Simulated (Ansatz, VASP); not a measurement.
One calculation of BAs, two programs

```
CELL_PARAMETERS angstrom
-1.70456 1.70456 5.93337
1.70456 -1.70456 5.93337
1.70456 1.70456 -5.93337
ATOMIC_POSITIONS crystal
B 0.58476 0.58476 0.00000
B 0.33476 0.83476 0.50000
As 0.41524 0.41524 0.00000
As 0.16524 0.66524 0.50000
```

Alike in both runs: functional PBE; k mesh 18 × 18 × 18; occupations gaussian, width 0.1 eV; no spin polarisation.

Ansatz relaxed the structure, and its values are those at the end. VASP's run is a single point on that final structure, the one shown.

```csv
,VASP,Ansatz
version,VASP 6.6.1,Ansatz 0.2.0
potentials or method,"VASP PAW PBE potentials, release 64 (B, As), cutoff 520 eV","scalar-relativistic, plane waves, PAW"
valence electrons in the cell,16,36
```

|  | VASP | Ansatz | Ansatz less VASP |
| --- | --- | --- | --- |
| gap on the k mesh at the Fermi level (eV) | none | none | - |
| pressure (GPa) | 0.5 | 0.0 | -0.54 |
| rms of the force components (eV/Å) | 0.006 | 0.000 | -0.0061 |

A gap of «none» marks a metal or a gap that the smearing closes. VASP's potentials hold 16 valence electrons a cell and Ansatz's 36, so a difference there can come from the potentials and not from the codes.
